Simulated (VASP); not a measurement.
A run of VASP 6.6.1:

INCAR

```
SYSTEM = Ga2SeS2
PREC = Accurate
ENCUT = 520
EDIFF = 1E-6
ISMEAR = 0
SIGMA = 0.1
LREAL = .FALSE.
LASPH = .TRUE.
NELM = 80
ALGO = Normal
ISIF = 2
LWAVE = .FALSE.
LCHARG = .FALSE.
GGA = PE
NBANDS = 30
```

Contents of KPOINTS:

```
Automatic mesh
0
G
  6 6 2
  0 0 0
```

The input POSCAR:

```
Ga2SeS2
1.0
    4.5471385111      0.0000000000      0.0000000000
   -2.2735692555      3.9379374651      0.0000000000
    0.0000000000      0.0000000000      7.3108900408
Ga Se S
2 1 2
Direct
    0.0000000000      0.0000000000      0.6788998707
    0.0000000000      0.0000000000      0.3211001293
    0.0000000000      0.0000000000      0.0000000000
    0.3333333333      0.6666666667      0.5000000000
    0.6666666667      0.3333333333      0.5000000000
```

Potentials or basis: VASP PAW PBE potentials, release 64 (Ga_d, Se, S).

Command:

```bash
$ cat potpaw_PBE.64/Ga_d/POTCAR potpaw_PBE.64/Se/POTCAR potpaw_PBE.64/S/POTCAR > POTCAR
$ mpirun -np 1 vasp_std > vasp.out
```

Hardware: 1 thread of Intel(R) Xeon(R) 6975P-C (Granite Rapids), on a shared host.

Question: Estimate the wall time of this run.

Answer: Wall time 36 s on 1 thread of Intel(R) Xeon(R) 6975P-C (Granite Rapids), with other jobs on the host, peak memory 0.26 GiB. Counts: scf iterations 19, k points 14.
